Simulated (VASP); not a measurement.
Sc: single point with LDA

The system is Sc.

```
Sc
1.0
     0.00000    2.37248    2.37248
     2.37248    0.00000    2.37248
     2.37248    2.37248    0.00000
Sc
1
Direct
  0.00000 0.00000 0.00000
```

This cell differs from its parent crystal: volume scaled by 1.06.

```json
{
 "Program": "VASP 6.6.1",
 "Task": "single point",
 "Functional": "LDA",
 "Potentials or basis": "VASP PAW LDA potentials, release 64 (Sc_sv)",
 "Cutoff": "520 eV",
 "k mesh": "13 × 13 × 13",
 "Occupations": "fermi-dirac, width 0.08 eV",
 "Spin": "no spin polarisation",
 "Dipole correction": "no",
 "Further INCAR settings": "ALGO = Normal; EDIFF = 1e-06; NBANDS = 12"
}
```

```yaml
Pressure: -7.6 GPa
```

Levels at points of the mesh, in eV from the Fermi level:
| k point | band 2 | band 3 | band 4 | band 5 | band 6 | band 7 | band 8 | band 9 |
| --- | --- | --- | --- | --- | --- | --- | --- | --- |
| (0.00, 0.00, 0.00) | -27.83 | -27.83 | -27.83 | -4.98 | 1.41 | 1.41 | 1.41 | 2.64 |

It used 42 s of CPU time on 1 thread of AMD EPYC 7R13 Processor (Zen 3), on a shared host.
